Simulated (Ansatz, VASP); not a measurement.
# CoO: VASP beside Ansatz

```
CELL_PARAMETERS angstrom
0.00000 2.08346 2.14596
2.08346 0.00000 2.14596
2.08346 2.08346 0.00000
ATOMIC_POSITIONS crystal
Co 0.00000 0.00000 0.00000
O 0.50000 0.50000 0.50000
```

Change from the starting cell: strain +0.000 along x and y, +0.030 along z, atoms carried along.

Alike in both runs: task single point; functional PBEsol; k mesh 24 × 24 × 24; occupations gaussian, width 0.15 eV; collinear spin.

|  | VASP | Ansatz |
| --- | --- | --- |
| version | VASP 6.6.1 | Ansatz 0.2.0 |
| potentials or method | VASP PAW PBE potentials, release 64 (Co, O), cutoff 520 eV | scalar-relativistic, plane waves, PAW |
| valence electrons in the cell | 15 | 23 |

Ansatz gave:

| Item | Value |
| --- | --- |
| gap on the k mesh at the Fermi level (eV) | none |
| pressure (GPa) | -4.6 |
| traceless stress, the component that is largest in VASP (GPa) | -0.55 |
| net moment per atom (μB) | 1.42 |
| size of the moment on the site where the two differ most (μB) | 2.40 |

Problem. Which values does VASP return?

Solution. gap on the k mesh at the Fermi level (eV): none; pressure (GPa): -5.3; traceless stress, the component that is largest in VASP (GPa): -0.47; net moment per atom (μB): 1.40; size of the moment on the site where the two differ most (μB): 2.47.

VASP's potentials were made for PBE, not for PBEsol. Site moments also hang on the region over which each program counts them. A gap of «none» marks a metal or a gap that the smearing closes. The functional is the same, so the differences come from potentials, cutoffs and numerics. VASP's potentials hold 15 valence electrons a cell and Ansatz's 23, so a difference there can come from the potentials and not from the codes.
